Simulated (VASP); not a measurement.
# BN (P6_3/mmc) in VASP: a series of runs

BN is run at these levels: PBE; tasks: single point.

Program: VASP 6.6.1. These are calculated values, not measurements. Logs are shortened: lines on timing, memory, paths and dates and some standing lists are left out, and cuts for length are marked.

### Step 1. The cell of the first run

Symmetry: P6_3/mmc, No. 194, hexagonal system. Conventional cell: a = 2.692 Å, b = 2.692 Å, c = 6.661 Å, α = 90.00°, β = 90.00°, γ = 120.00°. B (site symmetry -6m2) has 3 N at 1.55 Å within 2.1 Å. Within 2.1 Å of N (site symmetry -6m2) lie 3 B at 1.55 Å.

### Step 2. Single point, PBE (strain +0.0750 x Voigt [1, 1, 0, 0, 0, 0])

File INCAR:

```
PREC = Accurate
ENCUT = 520
EDIFF = 1E-7
ISMEAR = 0
SIGMA = 0.05
LREAL = F
LASPH = T
NELM = 100
ALGO = Normal
ISIF = 2
LWAVE = F
LCHARG = T
GGA = PE
LELF = T
LVHAR = T
NBANDS = 16
```

File KPOINTS:

```
regular mesh
0
Gamma
  12 12 4
```

File POSCAR:

```
BN
1.0
    2.6917910821      0.0000000000      0.0000000000
   -1.3458955411      2.3311594588      0.0000000000
    0.0000000000      0.0000000000      6.6612000000
B N
2 2
Direct
    0.3333333333      0.6666666667      0.2500000000
    0.6666666667      0.3333333333      0.7500000000
    0.3333333333      0.6666666667      0.7500000000
    0.6666666667      0.3333333333      0.2500000000
```

Potentials or basis: VASP PAW PBE potentials, release 64 (B, N).

Started as:

```sh
> cat potpaw_PBE.64/B/POTCAR potpaw_PBE.64/N/POTCAR > POTCAR
> mpirun -np 1 vasp_std > vasp.out
```

OUTCAR:

```text
PREC = Accurate
   ENCUT = 520
   EDIFF = 1E-7
   ISMEAR = 0
   LREAL = F
   LASPH = T
   NELM = 100
   ISIF = 2
   GGA = PE

 ion  position               nearest neighbor table
   1  0.333  0.667  0.250-   4 1.55   4 1.55   4 1.55
   2  0.667  0.333  0.750-   3 1.55   3 1.55   3 1.55
   3  0.333  0.667  0.750-   2 1.55   2 1.55   2 1.55
   4  0.667  0.333  0.250-   1 1.55   1 1.55   1 1.55

  LATTYP: Found a hexagonal cell.
 ALAT       =     2.6917910821
 C/A-ratio  =     2.4746348423

  Lattice vectors:

 A1 = (   2.6917910821,   0.0000000000,   0.0000000000)
 A2 = (  -1.3458955411,   2.3311594588,   0.0000000000)
 A3 = (   0.0000000000,   0.0000000000,   6.6612000000)

Analysis of symmetry for initial positions (statically):
=====================================================================
 Subroutine PRICEL returns:
 Original cell was already a primitive cell.

 Routine SETGRP: Setting up the symmetry group for a
 hexagonal supercell.

 Subroutine GETGRP returns: Found 24 space group operations
 (whereof 12 operations were pure point group operations)
 out of a pool of 24 trial point group operations.

The static configuration has the point symmetry D_3d.
 The point group associated with its full space group is D_6h.

Analysis of symmetry for dynamics (positions and initial velocities):
=====================================================================
 Subroutine PRICEL returns:
 Original cell was already a primitive cell.

 Routine SETGRP: Setting up the symmetry group for a
 hexagonal supercell.

 Subroutine GETGRP returns: Found 24 space group operations
 (whereof 12 operations were pure point group operations)
 out of a pool of 24 trial point group operations.

The dynamic configuration has the point symmetry D_3d.
 The point group associated with its full space group is D_6h.

 Subroutine INISYM returns: Found 24 space group operations
 (whereof 12 operations are pure point group operations),
 and found     1 'primitive' translations

----------------------------------------------------------------------------------------

                                     Primitive cell

  volume of cell :      41.7990

  direct lattice vectors                    reciprocal lattice vectors
     2.691791082  0.000000000  0.000000000     0.371499856  0.214485542  0.000000000
    -1.345895541  2.331159459  0.000000000     0.000000000  0.428971084  0.000000000
     0.000000000  0.000000000  6.661200000     0.000000000  0.000000000  0.150123101

  length of vectors
     2.691791082  2.691791082  6.661200000     0.428971084  0.428971084  0.150123101

  position of ions in fractional coordinates (direct lattice)
     0.333333333  0.666666667  0.250000000
     0.666666667  0.333333333  0.750000000
     0.333333333  0.666666667  0.750000000
     0.666666667  0.333333333  0.250000000

  ion indices of the primitive-cell ions
   primitive index   ion index
                 1           1
                 2           2
                 3           3
                 4           4

----------------------------------------------------------------------------------------

 KPOINTS: regular mesh

Automatic generation of k-mesh.
 Grid dimensions read from file:
 generate k-points for:   12   12    4

 Generating k-lattice:

  Cartesian coordinates                     Fractional coordinates (reciprocal lattice)
     0.030958321  0.017873795  0.000000000     0.083333333  0.000000000  0.000000000
     0.000000000  0.035747590  0.000000000     0.000000000  0.083333333  0.000000000
     0.000000000  0.000000000  0.037530775     0.000000000  0.000000000  0.250000000

  Length of vectors
     0.035747590  0.035747590  0.037530775

  Shift w.r.t. Gamma in fractional coordinates (k-lattice)
     0.000000000  0.000000000  0.000000000

 Subroutine IBZKPT returns following result:
 ===========================================

 Found     57 irreducible k-points:

 Following reciprocal coordinates:
            Coordinates               Weight
  0.000000  0.000000  0.000000      1.000000
  0.083333  0.000000  0.000000      6.000000
  0.166667  0.000000  0.000000      6.000000
  0.250000  0.000000  0.000000      6.000000
  0.333333  0.000000  0.000000      6.000000
  0.416667  0.000000  0.000000      6.000000
[... 16 lines left out ...]
  0.250000  0.000000  0.250000     12.000000
  0.333333  0.000000  0.250000     12.000000
 [... further k-points ...]
   k-points           NKPTS =     57   k-points in BZ     NKDIM =     57   number of bands    NBANDS=     16
   number of dos      NEDOS =    301   number of ions     NIONS =      4
   total plane-waves  NPLWV =  20000
   dimension x,y,z NGX =    20 NGY =   20 NGZ =   50
   dimension x,y,z NGXF=    40 NGYF=   40 NGZF=  100
   ions per type =               2   2
   NGX,Y,Z   is equivalent  to a cutoff of  12.35, 12.35, 12.48 a.u.
   NGXF,Y,Z  is equivalent  to a cutoff of  24.70, 24.70, 24.96 a.u.
 SYSTEM =  unknown system
   PREC   = accura    normal or accurate (medium, high low for compatibility)
   ISTART =      0    job   : 0-new  1-cont  2-samecut
   ICHARG =      2    charge: 1-file 2-atom 10-const
   ISPIN  =      1    spin polarized calculation?
   LNONCOLLINEAR =      F non collinear calculations
   LSORBIT =      F    spin-orbit coupling
   LASPH  =      T    aspherical Exc in radial PAW
   ENCUT  =  520.0 eV  38.22 Ry    6.18 a.u.   5.00  5.00 12.39*2*pi/ulx,y,z
   NELM   =    100;   NELMIN=  2; NELMDL= -5     # of ELM steps
   EDIFF  = 0.1E-06   stopping-criterion for ELM
   LREAL  =      F    real-space projection
   EDIFFG = 0.1E-05   stopping-criterion for IOM
   NSW    =      0    number of steps for IOM
   IBRION =     -1    ionic relax: 0-MD 1-quasi-New 2-CG
   NFREE  =      0    steps in history (QN), initial steepest desc. (CG)
   ISIF   =      2    stress and relaxation
   ISYM   =      2    0-nonsym 1-usesym 2-fastsym
   POTIM  = 0.5000    time-step for ionic-motion
   TEBEG  =    0.0;   TEEND  =   0.0 temperature during run
   PSTRESS=    0.0 pullay stress
   NELECT =      16.0000    total number of electrons
   NUPDOWN=      -1.0000    fix difference up-down
   EMIN   =  10.00;   EMAX   =-10.00  energy-range for DOS
   EFERMI =   0.00;   METHOD = LEGACY
   ISMEAR =     0;   SIGMA  =   0.05  broadening in eV -4-tet -1-fermi 0-gaus
   EFERMI_NEDOS =   21; number of points for ismear=-14 and -15
   IALGO  =     38    algorithm
   IMIX   =      4    mixing-type and parameters
     AMIX     =   0.40;   BMIX     =  1.00
     AMIX_MAG =   1.60;   BMIX_MAG =  1.00
  volume/ion in A,a.u.               =      10.45        70.52
  Fermi-wavevector in a.u.,A,eV,Ry     =   1.188665  2.246252 19.224012  1.412925
  Thomas-Fermi vector in A             =   2.324790
   LORBIT       =      0    0 simple, 1 ext, 2 COOP (PROOUT), +10 PAW based schemes
   GGA     = PE    functional components
   LHFCALC =     F    Hartree Fock is set to
   AEXX    =    0.0000 exact exchange contribution
   IVDW    =     0    specifies the selected vdW correction
   LEPSILON=     F    determine dielectric tensor
   LRPA    =     F    only Hartree local field effects (RPA)
 non-spin polarized calculation
 Gauss-broadening in eV      SIGMA  =   0.05
  energy-cutoff  :      520.00
  volume of cell :       41.80
 maximum number of plane-waves:      1149
 NGX is ok and might be reduce to    20
   NGX =  9   NGY =  9   NGZ = 25

 number of electron      15.9999995 magnetization

 Free energy of the ion-electron system (eV)
  ---------------------------------------------------
  ext. energy  EPLUGINS =         0.00000000
  ---------------------------------------------------
  free energy    TOTEN  =       -34.14213282 eV

  energy without entropy =      -34.14213282  energy(sigma->0) =      -34.14213282

 E-fermi :   1.6425     XC(G=0):  -9.6065

 val. band max:        1.4280287094   @ k =   0.3333   0.2500   0.0000
 cond. band min:       5.2819424995   @ k =   0.5000   0.0000   0.0000
 fundamental gap:      3.8539137901
 Fermi energy:         1.6424798987

 k-point     1 :       0.0000    0.0000    0.0000
  band No.  band energies     occupation
      1     -15.1977      2.00000
      2     -14.8908      2.00000
      3      -3.8461      2.00000
      4      -1.6207      2.00000
      5      -0.1495      2.00000
      6      -0.1495      2.00000
[... 8 lines left out ...]
     15      11.3495      0.00000
     16      12.0077      0.00000

 k-point     2 :       0.0833    0.0000    0.0000
  band No.  band energies     occupation
      1     -15.0829      2.00000
      2     -14.7806      2.00000
      3      -3.6895      2.00000
      4      -1.4855      2.00000
      5      -0.6683      2.00000
      6      -0.6219      2.00000
[... 8 lines left out ...]
     15      11.6788      0.00000
     16      11.8219      0.00000

 k-point     3 :       0.1667    0.0000    0.0000
  band No.  band energies     occupation
      1     -14.7457      2.00000
      2     -14.4580      2.00000
      3      -3.2259      2.00000
      4      -1.9521      2.00000
      5      -1.8978      2.00000
      6      -1.0901      2.00000
[... 8 lines left out ...]
     15      12.9748      0.00000
     16      13.1067      0.00000

 k-point     4 :       0.2500    0.0000    0.0000
  band No.  band energies     occupation
      1     -14.2140      2.00000
      2     -13.9523      2.00000
      3      -3.5362      2.00000
      4      -3.4587      2.00000
      5      -2.4789      2.00000
      6      -1.4659      2.00000
[... 8 lines left out ...]
     15      14.7949      0.00000
     16      14.9146      0.00000
[... 324 lines left out ...]
 k-point    22 :       0.1667    0.0000    0.2500
  band No.  band energies     occupation
      1     -14.7058      2.00000
      2     -14.5024      2.00000
      3      -2.9778      2.00000
      4      -1.9501      2.00000
      5      -1.9225      2.00000
      6      -1.4387      2.00000
[... 8 lines left out ...]
     15      12.9932      0.00000
     16      13.0864      0.00000

 k-point    23 :       0.2500    0.0000    0.2500
  band No.  band energies     occupation
      1     -14.1774      2.00000
      2     -13.9925      2.00000
      3      -3.5365      2.00000
      4      -3.4775      2.00000
      5      -2.2168      2.00000
      6      -1.4547      2.00000
[... 8 lines left out ...]
     15      14.8109      0.00000
     16      14.8954      0.00000

 k-point    24 :       0.3333    0.0000    0.2500
  band No.  band energies     occupation
      1     -13.5229      2.00000
      2     -13.3682      2.00000
      3      -5.0598      2.00000
      4      -4.9894      2.00000
      5      -1.9705      2.00000
      6      -1.9117      2.00000
[... 8 lines left out ...]
     15      16.1026      0.00000
     16      16.7992      0.00000

 [... further k-points ...]

------------------------ aborting loop because EDIFF is reached ----------------------------------------

  FORCE on cell =-STRESS in cart. coord.  units (eV):
  Direction    XX          YY          ZZ          XY          YZ          ZX
  --------------------------------------------------------------------------------------
  -------------------------------------------------------------------------------------
  Total      -13.9883809    -13.9883809      0.5324913      0.0000000      0.0000000      0.0000000
  in kB     -536.1819962   -536.1819962     20.4106712      0.0000000      0.0000000      0.0000000
  external PRESSURE =    -350.6511070 kB  Pullay stress =       0.0000000 kB

 VOLUME and BASIS-vectors are now :
 -----------------------------------------------------------------------------
  energy-cutoff  :      520.00
  volume of cell :       41.80
      direct lattice vectors                 reciprocal lattice vectors
     2.691791082  0.000000000  0.000000000     0.371499856  0.214485542  0.000000000
    -1.345895541  2.331159459  0.000000000     0.000000000  0.428971084  0.000000000
     0.000000000  0.000000000  6.661200000     0.000000000  0.000000000  0.150123101

 POSITION                                       TOTAL-FORCE (eV/Angst)
 -----------------------------------------------------------------------------------
     -0.00000      1.55411      1.66530        -0.000000     -0.000000      0.000000
      1.34590      0.77705      4.99590         0.000000     -0.000000      0.000000
     -0.00000      1.55411      4.99590        -0.000000      0.000000      0.000000
      1.34590      0.77705      1.66530        -0.000000     -0.000000      0.000000
 -----------------------------------------------------------------------------------
    total drift:                               -0.000000      0.000000      0.000000

  FREE ENERGIE OF THE ION-ELECTRON SYSTEM (eV)
  ---------------------------------------------------
  free  energy   TOTEN  =       -34.1421328227 eV

  energy  without entropy=      -34.1421328227  energy(sigma->0) =      -34.14213282
```

It took 54 s on 1 thread of Intel Xeon 8259CL, shared host; peak memory 0.17 GiB.

What came out:

* Free energy: -34.1421 eV
* Pressure: -35.1 GPa
* Band gap on the k mesh: 3.85 eV, indirect (least direct gap 4.08 eV)

Stress tensor (GPa, compression positive):
```
-53.62   0.00   0.00
  0.00 -53.62   0.00
  0.00   0.00   2.04
```

Caveat: the cell differs from its parent crystal (strain +0.0750 x Voigt [1, 1, 0, 0, 0, 0]); this functional lacks dispersion, which binds the layers, so the pressure and a relaxed spacing across them are unreliable.

### Step 3. Single point, PBE (strain +0.1125 x Voigt [1, 1, 0, 0, 0, 0])

File INCAR:

```
SYSTEM = BN
PREC = Accurate ; ENCUT = 520
EDIFF = 1E-6 ; ISMEAR = 0
SIGMA = 0.05 ; LREAL = .False.
LASPH = .True. ; NELM = 80
ALGO = Normal ; ISIF = 2
LWAVE = .False. ; LCHARG = .True.
GGA = PE ; LELF = .True.
LVHAR = .True. ; NBANDS = 16
```

File KPOINTS:

```
Automatic mesh
0
Gamma
  12 12 4
  0 0 0
```

POSCAR, as its differences from that of step 2:

```diff
@@ -2,4 +2,4 @@
 1.0
-    2.6917910821      0.0000000000      0.0000000000
-   -1.3458955411      2.3311594588      0.0000000000
+    2.7856907710      0.0000000000      0.0000000000
+   -1.3928453855      2.4124789748      0.0000000000
     0.0000000000      0.0000000000      6.6612000000
```

Potentials or basis: VASP PAW PBE potentials, release 64 (B, N).

Started as:

```sh
> cat potpaw_PBE.64/B/POTCAR potpaw_PBE.64/N/POTCAR > POTCAR
> mpirun -np 1 vasp_std > vasp.out
```

OUTCAR:

```text
SYSTEM = BN
   PREC = Accurate
   ENCUT = 520
   EDIFF = 1E-6
   ISMEAR = 0
   LREAL = .False.
   LASPH = .True.
   NELM = 80
   ISIF = 2
   GGA = PE

 ion  position               nearest neighbor table
   1  0.333  0.667  0.250-   4 1.61   4 1.61   4 1.61
   2  0.667  0.333  0.750-   3 1.61   3 1.61   3 1.61
   3  0.333  0.667  0.750-   2 1.61   2 1.61   2 1.61
   4  0.667  0.333  0.250-   1 1.61   1 1.61   1 1.61

  LATTYP: Found a hexagonal cell.
 ALAT       =     2.7856907710
 C/A-ratio  =     2.3912201847

  Lattice vectors:

 A1 = (   2.7856907710,   0.0000000000,   0.0000000000)
 A2 = (  -1.3928453855,   2.4124789748,   0.0000000000)
 A3 = (   0.0000000000,   0.0000000000,   6.6612000000)

Analysis of symmetry for initial positions (statically):
=====================================================================
 Subroutine PRICEL returns:
 Original cell was already a primitive cell.

 Routine SETGRP: Setting up the symmetry group for a
 hexagonal supercell.

 Subroutine GETGRP returns: Found 24 space group operations
 (whereof 12 operations were pure point group operations)
[... 175 lines left out ...]
 fundamental gap:      3.6448555803
 Fermi energy:         1.2968065332

 k-point     1 :       0.0000    0.0000    0.0000
  band No.  band energies     occupation
      1     -15.0427      2.00000
      2     -14.7275      2.00000
      3      -3.8177      2.00000
      4      -1.5411      2.00000
      5      -0.5844      2.00000
      6      -0.5844      2.00000
[... 433 lines left out ...]
      3      -5.2326      2.00000
      4      -5.1558      2.00000
      5      -2.2308      2.00000
      6      -2.1628      2.00000
[... 8 lines left out ...]
     15      14.9712      0.00000
     16      15.0719      0.00000

 [... further k-points ...]

------------------------ aborting loop because EDIFF is reached ----------------------------------------

  FORCE on cell =-STRESS in cart. coord.  units (eV):
  Direction    XX          YY          ZZ          XY          YZ          ZX
  --------------------------------------------------------------------------------------
  -------------------------------------------------------------------------------------
  Total      -19.1524293    -19.1524293      0.4493782      0.0000000      0.0000000      0.0000000
  in kB     -685.4653939   -685.4653939     16.0832431      0.0000000      0.0000000      0.0000000
  external PRESSURE =    -451.6158482 kB  Pullay stress =       0.0000000 kB

 VOLUME and BASIS-vectors are now :
 -----------------------------------------------------------------------------
  energy-cutoff  :      520.00
  volume of cell :       44.77
      direct lattice vectors                 reciprocal lattice vectors
     2.785690771  0.000000000  0.000000000     0.358977389  0.207255692  0.000000000
    -1.392845386  2.412478975  0.000000000     0.000000000  0.414511385  0.000000000
     0.000000000  0.000000000  6.661200000     0.000000000  0.000000000  0.150123101

 POSITION                                       TOTAL-FORCE (eV/Angst)
 -----------------------------------------------------------------------------------
     -0.00000      1.60832      1.66530        -0.000000      0.000000      0.000000
      1.39285      0.80416      4.99590         0.000000     -0.000000      0.000000
     -0.00000      1.60832      4.99590        -0.000000     -0.000000      0.000000
      1.39285      0.80416      1.66530         0.000000      0.000000      0.000000
 -----------------------------------------------------------------------------------
    total drift:                                0.000000     -0.000000      0.000000

  FREE ENERGIE OF THE ION-ELECTRON SYSTEM (eV)
  ---------------------------------------------------
  free  energy   TOTEN  =       -33.0017899821 eV

  energy  without entropy=      -33.0017899821  energy(sigma->0) =      -33.00178998
```

OSZICAR:

```text
N       E                     dE             d eps       ncg     rms          rms(c)
DAV:   1     0.456371562714E+02    0.45637E+02   -0.75276E+03  1824   0.895E+02
DAV:   2    -0.313243270752E+02   -0.76961E+02   -0.69390E+02  2512   0.198E+02
DAV:   3    -0.350770367599E+02   -0.37527E+01   -0.37327E+01  2416   0.434E+01
DAV:   4    -0.351065093948E+02   -0.29473E-01   -0.29464E-01  2168   0.432E+00
DAV:   5    -0.351068176731E+02   -0.30828E-03   -0.30825E-03  2368   0.424E-01    0.909E+00
DAV:   6    -0.330808619458E+02    0.20260E+01   -0.44757E+00  2352   0.161E+01    0.385E+00
DAV:   7    -0.330330068173E+02    0.47855E-01   -0.30338E-01  2160   0.457E+00    0.261E+00
DAV:   8    -0.330082084337E+02    0.24798E-01   -0.14519E-01  2464   0.245E+00    0.602E-01
DAV:   9    -0.330009578366E+02    0.72506E-02   -0.12701E-02  2256   0.950E-01    0.131E-01
DAV:  10    -0.330016836833E+02   -0.72585E-03   -0.20166E-03  2160   0.293E-01    0.360E-02
DAV:  11    -0.330017923841E+02   -0.10870E-03   -0.12100E-04  2312   0.809E-02    0.141E-02
DAV:  12    -0.330017895255E+02    0.28586E-05   -0.12144E-05  2160   0.260E-02    0.177E-03
DAV:  13    -0.330017899821E+02   -0.45660E-06   -0.91311E-07  1896   0.654E-03
   1 F= -.33001790E+02 E0= -.33001790E+02  d E =-.826315E-12
```

Wall time 56 s (1 thread of Intel Xeon 8259CL, shared host); peak memory 0.18 GiB.

What came out:

```yaml
Free_energy: -33.0018 eV
Pressure: -45.2 GPa
Band_gap_on_the_k_mesh: 3.64 eV, indirect (least direct gap 3.82 eV)
```

Levels at points of the mesh, in eV from the valence-band top:
```tsv
k point	band 6	band 7	band 8	band 9	band 10	band 11
(0.00, 0.00, 0.00)	-1.66	-1.59	-1.59	4.41	7.03	8.59
(0.50, 0.00, 0.00)	-3.63	-1.30	-0.21	3.64	4.82	6.62
(0.00, 0.00, 0.50)	-1.62	-1.62	-1.62	5.95	5.95	8.83
(0.50, 0.00, 0.50)	-3.68	-0.71	-0.71	3.99	3.99	6.77
```

Caveat: the cell differs from its parent crystal (strain +0.1125 x Voigt [1, 1, 0, 0, 0, 0]); this functional lacks dispersion, which binds the layers, so the pressure and a relaxed spacing across them are unreliable. A k mesh can miss the band edges.

[end of part 1 of 2]
